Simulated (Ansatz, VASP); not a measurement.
Two plane-wave programs on Se

```xyz
3
Lattice="4.3662 0.0000 0.0000 -2.1831 3.7812 0.0000 0.0000 0.0000 4.9536" Properties=species:S:1:pos:R:3 pbc="T T T"
Se    0.9841    0.0000    1.6512
Se   -0.4921    0.8523    3.3024
Se    1.6910    2.9289    0.0000
```

Alike in both runs: task relaxation of cell and atoms; functional r2SCAN; k mesh 9 × 9 × 6; occupations gaussian, width 0.02 eV; no spin polarisation.

|  | VASP | Ansatz |
| --- | --- | --- |
| version | VASP 6.6.1 | Ansatz 0.2.0 |
| potentials or method | VASP PAW PBE potentials, release 64 (Se), cutoff 600 eV | scalar-relativistic, plane waves, PAW |
| valence electrons in the cell | 18 | 48 |

```tsv
	VASP	Ansatz	Ansatz less VASP
gap on the k mesh at the Fermi level, each at its own relaxed structure (eV)	1.33	1.34	+0.013
relaxed volume (Å³/atom)	29.21	29.23	+0.027
relaxed length of the cell vector where the two differ most in proportion (Å)	4.502	4.504	+0.0022
```

VASP's potentials were made for PBE, not for r2SCAN. VASP's potentials hold 18 valence electrons a cell and Ansatz's 48, so a difference there can come from the potentials and not from the codes.
